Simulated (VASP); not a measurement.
# Ag (Fm-3m) in VASP: single point with r2SCANh

Aim: the single point of Ag with r2SCANh.

Everything below comes from runs of VASP 6.6.1. Logs are shortened: lines on timing, memory, paths and dates and some standing lists are left out, and cuts for length are marked.

## (1) The cell of the first run

The structure is cubic, space group Fm-3m (No. 225). Conventional cell: a = 4.149 Å, b = 4.149 Å, c = 4.149 Å, α = 90.00°, β = 90.00°, γ = 90.00°. Within 3.9 Å of Ag (site symmetry m-3m) lie 12 Ag at 2.93 Å.

## (2) Single point, r2SCANh

Contents of POSCAR:

```
Ag
1.0
    0.0000000000      2.0742799536      2.0742799536
    2.0742799536      0.0000000000      2.0742799536
    2.0742799536      2.0742799536      0.0000000000
Ag
1
Direct
    0.0000000000      0.0000000000      0.0000000000
```

Contents of INCAR.step1:

```
SYSTEM = Ag
  PREC = Accurate
  ENCUT = 440
  EDIFF = 1E-5
  ISMEAR = -1
  SIGMA = 0.05
  LREAL = .FALSE.
  LASPH = .TRUE.
  NELM = 120
  ALGO = Normal
  ISIF = 2
  LWAVE = .TRUE.
  LCHARG = .FALSE.
  NBANDS = 12
  GGA = PE
  GGA_COMPAT = .FALSE.
```

Contents of INCAR.step2:

```
SYSTEM = Ag
  PREC = Accurate
  ENCUT = 440
  EDIFF = 1E-6
  ISMEAR = -1
  SIGMA = 0.05
  LREAL = .FALSE.
  LASPH = .TRUE.
  NELM = 120
  ALGO = Normal
  ISIF = 2
  LWAVE = .FALSE.
  LCHARG = .FALSE.
  METAGGA = R2SCAN
  LHFCALC = .TRUE.
  AEXX = 0.1
  LMIXTAU = .TRUE.
  PRECFOCK = Normal
  NBANDS = 12
  ISTART = 1
  GGA_COMPAT = .FALSE.
```

Contents of KPOINTS:

```
regular mesh
0
G
  9 9 9
  0 0 0
```

Potentials or basis: VASP PAW PBE potentials, release 64 (Ag).

Launch:

```sh
cat potpaw_PBE.64/Ag/POTCAR > POTCAR
cp INCAR.step1 INCAR
mpirun -np 1 vasp_std > vasp.out
cp INCAR.step2 INCAR
mpirun -np 1 vasp_std > vasp.out
```

OUTCAR:

```text
SYSTEM = Ag
   PREC = Accurate
   ENCUT = 440
   EDIFF = 1E-6
   ISMEAR = -1
   LREAL = .FALSE.
   LASPH = .TRUE.
   NELM = 120
   ISIF = 2
   METAGGA = R2SCAN
   LHFCALC = .TRUE.
   AEXX = 0.1
   PRECFOCK = Normal
   ISTART = 1

 ion  position               nearest neighbor table
   1  0.000  0.000  0.000-

  LATTYP: Found a face centered cubic cell.
 ALAT       =     4.1485599072

  Lattice vectors:

 A1 = (   0.0000000000,   2.0742799536,   2.0742799536)
 A2 = (   2.0742799536,   0.0000000000,   2.0742799536)
 A3 = (   2.0742799536,   2.0742799536,   0.0000000000)

Analysis of symmetry for initial positions (statically):
=====================================================================
 Subroutine PRICEL returns:
 Original cell was already a primitive cell.

 Routine SETGRP: Setting up the symmetry group for a
 face centered cubic supercell.

 Subroutine GETGRP returns: Found 48 space group operations
 (whereof 48 operations were pure point group operations)
 out of a pool of 48 trial point group operations.

The static configuration has the point symmetry O_h .

Analysis of symmetry for dynamics (positions and initial velocities):
=====================================================================
 Subroutine PRICEL returns:
 Original cell was already a primitive cell.

 Routine SETGRP: Setting up the symmetry group for a
 face centered cubic supercell.

 Subroutine GETGRP returns: Found 48 space group operations
 (whereof 48 operations were pure point group operations)
 out of a pool of 48 trial point group operations.

The dynamic configuration has the point symmetry O_h .

 Subroutine INISYM returns: Found 48 space group operations
 (whereof 48 operations are pure point group operations),
 and found     1 'primitive' translations

----------------------------------------------------------------------------------------

                                     Primitive cell

  volume of cell :      17.8497

  direct lattice vectors                    reciprocal lattice vectors
     0.000000000  2.074279954  2.074279954    -0.241047501  0.241047501  0.241047501
     2.074279954  0.000000000  2.074279954     0.241047501 -0.241047501  0.241047501
     2.074279954  2.074279954  0.000000000     0.241047501  0.241047501 -0.241047501

  length of vectors
     2.933474843  2.933474843  2.933474843     0.417506519  0.417506519  0.417506519

  position of ions in fractional coordinates (direct lattice)
     0.000000000  0.000000000  0.000000000

  ion indices of the primitive-cell ions
   primitive index   ion index
                 1           1

----------------------------------------------------------------------------------------

 KPOINTS: regular mesh

Automatic generation of k-mesh.
 Grid dimensions read from file:
 generate k-points for:    9    9    9

 Generating k-lattice:

  Cartesian coordinates                     Fractional coordinates (reciprocal lattice)
    -0.026783056  0.026783056  0.026783056     0.111111111  0.000000000  0.000000000
     0.026783056 -0.026783056  0.026783056     0.000000000  0.111111111  0.000000000
     0.026783056  0.026783056 -0.026783056     0.000000000  0.000000000  0.111111111

  Length of vectors
     0.046389613  0.046389613  0.046389613

  Shift w.r.t. Gamma in fractional coordinates (k-lattice)
     0.000000000  0.000000000  0.000000000

 Subroutine IBZKPT returns following result:
 ===========================================

 Found     35 irreducible k-points:

 Following reciprocal coordinates:
            Coordinates               Weight
  0.000000  0.000000  0.000000      1.000000
  0.111111  0.000000  0.000000      8.000000
  0.222222  0.000000  0.000000      8.000000
  0.333333  0.000000  0.000000      8.000000
  0.444444  0.000000  0.000000      8.000000
  0.111111  0.111111  0.000000      6.000000
[... 16 lines left out ...]
 -0.333333  0.333333  0.000000     12.000000
  0.444444  0.444444  0.000000      6.000000
 [... further k-points ...]
   k-points           NKPTS =     35   k-points in BZ     NKDIM =    729   number of bands    NBANDS=     12
   number of dos      NEDOS =    301   number of ions     NIONS =      1
   total plane-waves  NPLWV =   8000
   dimension x,y,z NGX =    20 NGY =   20 NGZ =   20
   dimension x,y,z NGXF=    40 NGYF=   40 NGZF=   40
   ions per type =               1
   NGX,Y,Z   is equivalent  to a cutoff of  11.33, 11.33, 11.33 a.u.
   NGXF,Y,Z  is equivalent  to a cutoff of  22.67, 22.67, 22.67 a.u.
 SYSTEM =  Ag
   PREC   = accura    normal or accurate (medium, high low for compatibility)
   ISTART =      1    job   : 0-new  1-cont  2-samecut
   ICHARG =      0    charge: 1-file 2-atom 10-const
   ISPIN  =      1    spin polarized calculation?
   LNONCOLLINEAR =      F non collinear calculations
   LSORBIT =      F    spin-orbit coupling
   LASPH  =      T    aspherical Exc in radial PAW
   ENCUT  =  440.0 eV  32.34 Ry    5.69 a.u.   5.02  5.02  5.02*2*pi/ulx,y,z
   NELM   =    120;   NELMIN=  2; NELMDL=  0     # of ELM steps
   EDIFF  = 0.1E-05   stopping-criterion for ELM
   LREAL  =      F    real-space projection
   EDIFFG = 0.1E-04   stopping-criterion for IOM
   NSW    =      0    number of steps for IOM
   IBRION =     -1    ionic relax: 0-MD 1-quasi-New 2-CG
   NFREE  =      0    steps in history (QN), initial steepest desc. (CG)
   ISIF   =      2    stress and relaxation
   ISYM   =      3    0-nonsym 1-usesym 2-fastsym
   POTIM  = 0.5000    time-step for ionic-motion
   TEBEG  =    0.0;   TEEND  =   0.0 temperature during run
   PSTRESS=    0.0 pullay stress
   NELECT =      11.0000    total number of electrons
   NUPDOWN=      -1.0000    fix difference up-down
   EMIN   =  10.00;   EMAX   =-10.00  energy-range for DOS
   EFERMI =   0.00;   METHOD = LEGACY
   ISMEAR =    -1;   SIGMA  =   0.05  broadening in eV -4-tet -1-fermi 0-gaus
   EFERMI_NEDOS =   21; number of points for ismear=-14 and -15
   IALGO  =     38    algorithm
   IMIX   =      1    mixing-type and parameters
     AMIX     =   0.40;   BMIX     =  1.00
     AMIX_MAG =   1.60;   BMIX_MAG =  1.00
  volume/ion in A,a.u.               =      17.85       120.46
  Fermi-wavevector in a.u.,A,eV,Ry     =   1.393141  2.632654 26.406750  1.940841
  Thomas-Fermi vector in A             =   2.516816
   LORBIT       =      0    0 simple, 1 ext, 2 COOP (PROOUT), +10 PAW based schemes
   METAGGA = R2SCAN    functional components
   LHFCALC =     T    Hartree Fock is set to
   PRECFOCK=normal    Normal, Fast or Accurate (Low or Medium for compatibility)
   ENCUT4O =  -1.0   cutoff for four orbital integrals eV
   NKREDX  =     1    reduce k-point grid by
   NKREDY  =     1    reduce k-point grid by
   NKREDZ  =     1    reduce k-point grid by
   AEXX    =    0.1000 exact exchange contribution
   HFSCREEN=    0.0000 screening length (either q_TF or 0.3 A-1)
   HFSCREENC=   0.0000 screening length for correlation (either q_TF or 0.3 A-1)
   ENCUTFOCK=  -1.0 apply spherical cutoff to Coloumb kernel
   IVDW    =     0    specifies the selected vdW correction
   LEPSILON=     F    determine dielectric tensor
   LRPA    =     F    only Hartree local field effects (RPA)
 non-spin polarized calculation
  energy-cutoff  :      440.00
  volume of cell :       17.85
 maximum number of plane-waves:       385
  NGX = 16; NGY = 16; NGZ = 16

 number of electron      10.9999990 magnetization

 Free energy of the ion-electron system (eV)
  ---------------------------------------------------
  ext. energy  EPLUGINS =         0.00000000
  ---------------------------------------------------
  free energy    TOTEN  =       -19.66968487 eV

  energy without entropy =      -19.66876079  energy(sigma->0) =      -19.66922283

 E-fermi :   8.2596     XC(G=0): -11.4966

 val. band max:        7.6151940842   @ k =   0.4444   0.3333   0.0000
 cond. band min:       8.4230258298   @ k =  -0.4444   0.1111   0.0000
 fundamental gap:      0.8078317456
 Fermi energy:         8.2596195559

 k-point     1 :       0.0000    0.0000    0.0000
  band No.  band energies     occupation
      1      -0.3522      2.00000
      2       2.1274      2.00000
      3       2.1274      2.00000
      4       2.1274      2.00000
      5       3.0998      2.00000
      6       3.0998      2.00000
      7      24.7325      0.00000
      8      28.2442      0.00000
      9      28.2442      0.00000
     10      28.2442      0.00000
     11      33.0080      0.00000
     12      33.9489      0.00000

 k-point     2 :       0.1111    0.0000    0.0000
  band No.  band energies     occupation
      1       0.0383      2.00000
      2       2.0644      2.00000
      3       2.2227      2.00000
      4       2.2227      2.00000
      5       3.0725      2.00000
      6       3.0725      2.00000
      7      24.3673      0.00000
      8      25.9805      0.00000
      9      28.3212      0.00000
     10      28.3212      0.00000
     11      32.2558      0.00000
     12      33.5661      0.00000

 k-point     3 :       0.2222    0.0000    0.0000
  band No.  band energies     occupation
      1       0.8034      2.00000
      2       2.3277      2.00000
      3       2.3277      2.00000
      4       2.3431      2.00000
      5       3.1642      2.00000
      6       3.1642      2.00000
      7      20.5480      0.00000
      8      25.4342      0.00000
      9      28.2277      0.00000
     10      28.2277      0.00000
     11      31.4022      0.00000
     12      32.2603      0.00000
[... 286 lines left out ...]
 k-point    23 :      -0.3333    0.3333    0.0000
  band No.  band energies     occupation
      1       1.2230      2.00000
      2       1.8405      2.00000
      3       2.4189      2.00000
      4       3.0827      2.00000
      5       3.6418      2.00000
      6      11.2161      0.00000
      7      13.9748      0.00000
      8      15.7163      0.00000
      9      22.6480      0.00000
     10      25.1718      0.00000
     11      35.1997      0.00000
     12      35.3710      0.00000

 k-point    24 :       0.4444    0.4444    0.0000
  band No.  band energies     occupation
      1       0.6446      2.00000
      2       0.7235      2.00000
      3       3.8222      2.00000
      4       4.0381      2.00000
      5       4.0381      2.00000
      6       8.8646      0.00001
      7      15.8525      0.00000
      8      19.3525      0.00000
      9      19.3525      0.00000
     10      25.4042      0.00000
     11      25.5526      0.00000
     12      38.8266      0.00000

 [... further k-points ...]
[... 5 lines left out ...]
  --------------------------------------------------------------------------------------
  -------------------------------------------------------------------------------------
  Total       -0.3181637     -0.3181637     -0.3181637      0.0000000      0.0000000      0.0000000
  in kB      -28.5580894    -28.5580894    -28.5580894      0.0000000      0.0000000      0.0000000
  external PRESSURE =     -28.5580894 kB  Pullay stress =       0.0000000 kB

 VOLUME and BASIS-vectors are now :
 -----------------------------------------------------------------------------
  energy-cutoff  :      440.00
  volume of cell :       17.85
      direct lattice vectors                 reciprocal lattice vectors
     0.000000000  2.074279954  2.074279954    -0.241047501  0.241047501  0.241047501
     2.074279954  0.000000000  2.074279954     0.241047501 -0.241047501  0.241047501
     2.074279954  2.074279954  0.000000000     0.241047501  0.241047501 -0.241047501

 POSITION                                       TOTAL-FORCE (eV/Angst)
 -----------------------------------------------------------------------------------
      0.00000      0.00000      0.00000         0.000000     -0.000000      0.000000
 -----------------------------------------------------------------------------------
    total drift:                                0.000000      0.000000      0.000000

  FREE ENERGIE OF THE ION-ELECTRON SYSTEM (eV)
  ---------------------------------------------------
  free  energy   TOTEN  =       -19.6696848726 eV

  energy  without entropy=      -19.6687607918  energy(sigma->0) =      -19.66922283
```

Wall time 80 min (1 thread of Intel Xeon 8259CL, shared host); peak memory 0.16 GiB.

What came out:

| Quantity | Value |
| --- | --- |
| Free energy | -19.6697 eV |
| Pressure | -2.9 GPa |
| Band gap on the k mesh | zero (an odd number of electrons rules out a gap without spin polarisation) |

Caveat: the PAW data sets were made with another functional, which shifts forces and pressure a little.

The gap in the log of VASP goes by the Fermi energy; the results here count the filled bands.